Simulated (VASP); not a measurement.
Wanted: the native input for a VASP 6.6.1 run.

```yaml
Task: relaxation of shape and atoms at fixed volume
Functional: r2SCAN
Potentials_or_basis: VASP PAW PBE potentials, release 64 (Bi_d)
Cutoff: 600 eV
k_mesh: 12 × 12 × 10
Occupations: gaussian, width 0.1 eV
Spin: no spin polarisation
Dipole_correction: no
Further_INCAR_settings: ALGO = Normal; EDIFF = 1e-06; IBRION = 2; EDIFFG = -0.01; NSW = 50; ISIF = 4
```

The system is Bi.

```
Bi
1.0
     4.23758    0.00000    0.00000
    -2.11879    3.66985    0.00000
     0.00000    0.00000    4.16522
Bi
2
Direct
  0.33333 0.66667 0.25000
  0.66667 0.33333 0.75000
```

This isn't the form of Bi at room conditions, which is rhombohedral.

One way to write it, as run:

POSCAR

```
Bi
1.0
    4.2375755356      0.0000000000      0.0000000000
   -2.1187877678      3.6698480643      0.0000000000
    0.0000000000      0.0000000000      4.1652160863
Bi
2
Direct
    0.3333333333      0.6666666667      0.2500000000
    0.6666666667      0.3333333333      0.7500000000
```

INCAR.step1

```
SYSTEM = Bi
PREC     = Accurate       ! precision mode
ENCUT    = 600            ! plane-wave cutoff, eV
ISMEAR   = 0              ! smearing method
SIGMA    = 0.1            ! smearing width, eV
LREAL    = .False.        ! projectors in reciprocal space
LASPH    = .True.         ! aspherical terms in the spheres
NELM     = 60             ! most SCF steps
GGA      = PE             ! functional
ALGO     = Normal         ! electronic algorithm
EDIFF    = 1E-4           ! SCF threshold, eV
LWAVE    = .True.         ! write WAVECAR
LCHARG   = .False.        ! write CHGCAR
```

INCAR.step2

```
SYSTEM = Bi
PREC     = Accurate       ! precision mode
ENCUT    = 600            ! plane-wave cutoff, eV
EDIFF    = 1E-6           ! SCF threshold, eV
ISMEAR   = 0              ! smearing method
SIGMA    = 0.1            ! smearing width, eV
LREAL    = .False.        ! projectors in reciprocal space
LASPH    = .True.         ! aspherical terms in the spheres
NELM     = 60             ! most SCF steps
ALGO     = Normal         ! electronic algorithm
ISIF     = 4              ! what is computed and relaxed
LWAVE    = .False.        ! write WAVECAR
LCHARG   = .False.        ! write CHGCAR
METAGGA  = R2SCAN         ! meta-GGA
LMIXTAU  = .True.       
IBRION   = 2              ! ionic algorithm
NSW      = 50             ! ionic steps
EDIFFG   = -0.01          ! ionic threshold
ISTART   = 1
```

KPOINTS

```
regular mesh
0
Gamma
  12 12 10
  0 0 0
```

Potentials or basis: VASP PAW PBE potentials, release 64 (Bi_d).

Command:

```bash
$ cat potpaw_PBE.64/Bi_d/POTCAR > POTCAR
$ cp INCAR.step1 INCAR
$ mpirun -np 1 vasp_std > vasp.out
$ cp INCAR.step2 INCAR
$ mpirun -np 1 vasp_std > vasp.out
```

It gave:

```json
{
 "Energy gained by relaxing": "0.3 meV/atom",
 "Ionic steps": "3",
 "Pressure after relaxing": "3.3 GPa",
 "Band gap on the k mesh": "zero (bands 15 and 16 overlap by 3.11 eV)"
}
```

Caveat: the PAW data sets were made with another functional, which shifts forces and pressure a little; spin-orbit coupling is left out, which moves the levels of the heavy elements.

It took 29 min on 1 thread of Oxide Virtual Turin-like Processor, with other jobs on the host, peak memory 0.29 GiB.
